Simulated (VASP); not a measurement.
Set up this calculation in VASP 6.6.1, as the native input.

* Task: single point
* Functional: PBE
* Potentials or basis: VASP PAW PBE potentials, release 64 (B, As)
* Cutoff: 520 eV
* k mesh: 15 × 15 × 15
* Occupations: fermi-dirac, width 0.03 eV
* Spin: no spin polarisation
* Dipole correction: no
* Further INCAR settings: ALGO = Normal; EDIFF = 1e-07; NBANDS = 11

The structure of BAs lies in POSCAR:

```
BAs
1.0
    0.0000000000      2.4123850000      2.3885000000
    2.4123850000      0.0000000000      2.3885000000
    2.4123850000      2.4123850000      0.0000000000
B As
1 1
Direct
    0.0000000000      0.0000000000      0.0000000000
    0.7500000000      0.7500000000      0.7500000000
```

This cell differs from its parent crystal: equal xx and yy strain of +1 %.

One way to write it, as run:

INCAR

```
PREC     = Accurate       # precision mode
ENCUT    = 520            # plane-wave cutoff, eV
EDIFF    = 1E-7           # SCF threshold, eV
ISMEAR   = -1             # smearing method
SIGMA    = 0.03           # smearing width, eV
LREAL    = F              # projectors in reciprocal space
LASPH    = T              # aspherical terms in the spheres
NELM     = 100            # most SCF steps
ALGO     = Normal         # electronic algorithm
ISIF     = 2              # what is computed and relaxed
LWAVE    = F              # write WAVECAR
LCHARG   = F              # write CHGCAR
GGA      = PE             # functional
NBANDS   = 11             # bands
```

KPOINTS

```
regular mesh
0
Gamma
  15 15 15
```

Potentials or basis: VASP PAW PBE potentials, release 64 (B, As).

Launch:

```bash
$ cat potpaw_PBE.64/B/POTCAR potpaw_PBE.64/As/POTCAR > POTCAR
$ mpirun -np 1 vasp_std > vasp.out
```

It gave:

| Quantity | Value |
| --- | --- |
| Pressure | 0.6 GPa |
| Band gap on the k mesh | 1.05 eV, indirect (least direct gap 3.15 eV) |

Caveat: the cell differs from its parent crystal (equal xx and yy strain of +1 %).

Wall time 94 s on 1 thread of AMD EPYC 7R13 Processor (Zen 3) (shared host), peak memory 0.2 GiB.
